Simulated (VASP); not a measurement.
A run of VASP 6.6.1 is set up as follows.

INCAR

```
  PREC = Accurate
  ENCUT = 520
  EDIFF = 1E-7
  ISMEAR = 0
  SIGMA = 0.05
  LREAL = False
  LASPH = True
  NELM = 80
  ALGO = Normal
  ISIF = 2
  LWAVE = False
  LCHARG = False
  GGA = PS
  NBANDS = 11
```

The input KPOINTS:

```
Automatic mesh
0
Gamma
  12 12 8
```

File POSCAR:

```
MgO
1.0
    2.9380210000     -0.0146901050      0.0000000000
   -1.4817320050      2.5517460500      0.0000000000
    0.0000000000      0.0000000000      2.6796800000
Mg O
1 1
Direct
    0.0000000000      0.0000000000      0.0000000000
    0.3333333333      0.6666666667      0.5000000000
```

Potentials or basis: VASP PAW PBE potentials, release 64 (Mg, O).

Run with:

```bash
$ cat potpaw_PBE.64/Mg/POTCAR potpaw_PBE.64/O/POTCAR > POTCAR
$ mpirun -np 1 vasp_std > vasp.out
```

(1) What does it give for the pressure?

(2) Estimate the band gap on the k mesh.

Answers

(1) -4.3 GPa.

(2) 2.92 eV, indirect (least direct gap 3.33 eV).

Caveat: the PAW data sets were made with another functional, which shifts forces and pressure a little.
